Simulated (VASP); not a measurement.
Set up this calculation in VASP 6.6.1, as the native input.

- Task: single point
- Functional: HSE06
- Potentials or basis: VASP PAW PBE potentials, release 64 (Te, Sn_d)
- Cutoff: 520 eV
- k mesh: 4 × 4 × 4
- Occupations: fermi-dirac, width 0.05 eV
- Spin: no spin polarisation
- Dipole correction: no
- Grid for exact exchange (PRECFOCK): Normal
- Further INCAR settings: ALGO = Normal; EDIFF = 1e-07; NBANDS = 17
- Screening parameter: 0.2079 1/Å

The system is SnTe.

```xyz
2
Lattice="0.0000 3.6820 3.6820 3.6820 0.0000 3.6820 3.6820 3.6820 0.0000" Properties=species:S:1:pos:R:3 pbc="T T T"
Te    1.8410    1.8410    1.8410
Sn    0.0000    0.0000    0.0000
```

These files were run (other wordings do the same):

POSCAR

```
SnTe
1.0
    0.0000000000      3.6819707652      3.6819707652
    3.6819707652      0.0000000000      3.6819707652
    3.6819707652      3.6819707652      0.0000000000
Te Sn
1 1
Direct
    0.2500000000      0.2500000000      0.2500000000
    0.0000000000      0.0000000000      0.0000000000
```

INCAR.step1

```
SYSTEM = SnTe
  PREC = Accurate
  ENCUT = 520
  EDIFF = 1E-5
  ISMEAR = -1
  SIGMA = 0.05
  LREAL = .False.
  LASPH = .True.
  NELM = 100
  ALGO = Normal
  ISIF = 2
  LWAVE = .True.
  LCHARG = .False.
  GGA = PE
  NBANDS = 17
```

INCAR.step2

```
SYSTEM = SnTe
  PREC = Accurate
  ENCUT = 520
  EDIFF = 1E-7
  ISMEAR = -1
  SIGMA = 0.05
  LREAL = .False.
  LASPH = .True.
  NELM = 100
  ALGO = Normal
  ISIF = 2
  LWAVE = .False.
  LCHARG = .False.
  GGA = PE
  LHFCALC = .True.
  HFSCREEN = 0.2079
  PRECFOCK = Normal
  ISTART = 1
  NBANDS = 17
```

KPOINTS

```
regular mesh
0
Gamma
  4 4 4
  0 0 0
```

Potentials or basis: VASP PAW PBE potentials, release 64 (Te, Sn_d).

The run is started by

```bash
$ cat potpaw_PBE.64/Te/POTCAR potpaw_PBE.64/Sn_d/POTCAR > POTCAR
$ cp INCAR.step1 INCAR
$ mpirun -np 1 vasp_std > vasp.out
$ cp INCAR.step2 INCAR
$ mpirun -np 1 vasp_std > vasp.out
```

It gave:

- Pressure: -2.0 GPa
- Band gap on the k mesh: 0.55 eV, indirect (least direct gap 1.22 eV)

Caveat: the PAW data sets were made with another functional, which shifts forces and pressure a little; spin-orbit coupling is left out, which moves the levels of the heavy elements.

Run time: 27 min on 1 thread of AMD EPYC 7R43 64-Core Processor (Zen 3) (shared host), peak memory 0.32 GiB.
